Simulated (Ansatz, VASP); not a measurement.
I: VASP beside Ansatz

```
I
1.0
     0.00000    2.36560    3.90984
     2.19225    0.00000    3.90984
     2.19225    2.36560    0.00000
I
1
Cartesian
  0.0000 0.0000 0.0000
```

Alike in both runs: task single point; functional PBEsol; dispersion D3(BJ); k mesh 6 × 6 × 6; occupations gaussian, width 0.1 eV; no spin polarisation.

|  | VASP | Ansatz |
| --- | --- | --- |
| version | VASP 6.6.1 | Ansatz 0.2.0 |
| potentials or method | VASP PAW PBE potentials, release 64 (I), cutoff 500 eV | scalar-relativistic, plane waves, PAW |
| valence electrons in the cell | 7 | 17 |

Ansatz gave:

- gap on the k mesh at the Fermi level (eV): none
- pressure (GPa): -2.4
- traceless stress, the component that is largest in VASP (GPa): 0.94

**Question.** What did VASP give for the same quantities?

**Answer.** gap on the k mesh at the Fermi level (eV): none; pressure (GPa): -2.4; traceless stress, the component that is largest in VASP (GPa): 0.96.

VASP's potentials were made for PBE, not for PBEsol. A gap of «none» marks a metal or a gap that the smearing closes. VASP's potentials hold 7 valence electrons a cell and Ansatz's 17, so a difference there can come from the potentials and not from the codes.

Spin-orbit coupling is off throughout.
